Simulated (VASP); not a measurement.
A run of VASP 6.6.1 is set up as follows.

Contents of INCAR:

```
PREC     = Accurate       # precision mode
ENCUT    = 520            # plane-wave cutoff, eV
EDIFF    = 1E-7           # SCF threshold, eV
ISMEAR   = 0              # smearing method
SIGMA    = 0.01           # smearing width, eV
LREAL    = False          # projectors in reciprocal space
LASPH    = True           # aspherical terms in the spheres
NELM     = 60             # most SCF steps
ALGO     = Normal         # electronic algorithm
ISIF     = 2              # what is computed and relaxed
LWAVE    = False          # write WAVECAR
LCHARG   = False          # write CHGCAR
GGA      = PE             # functional
NBANDS   = 15             # bands
```

File KPOINTS:

```
Automatic mesh
0
Gamma
  4 4 4
```

The input POSCAR:

```
KI
1.0
    0.0000000000      3.5445661365      3.5445661365
    3.7377449909      0.0000000000      3.5445661365
    3.7377449909      3.5445661365      0.0000000000
K I
1 1
Direct
    0.0000000000      0.0000000000      0.0000000000
    0.5000000000      0.5000000000      0.5000000000
```

Potentials or basis: VASP PAW PBE potentials, release 64 (K_sv, I).

Launch:

```sh
$ cat potpaw_PBE.64/K_sv/POTCAR potpaw_PBE.64/I/POTCAR > POTCAR
$ mpirun -np 1 vasp_std > vasp.out
```

(1) What does it give for the band gap on the k mesh?

(2) Estimate the pressure.

Results:

(1) 3.82 eV, direct.

(2) 0.0 GPa.

Caveat: the cell differs from its parent crystal (uniaxial x strain +5.5%); spin-orbit coupling is left out, which moves the levels of the heavy elements.
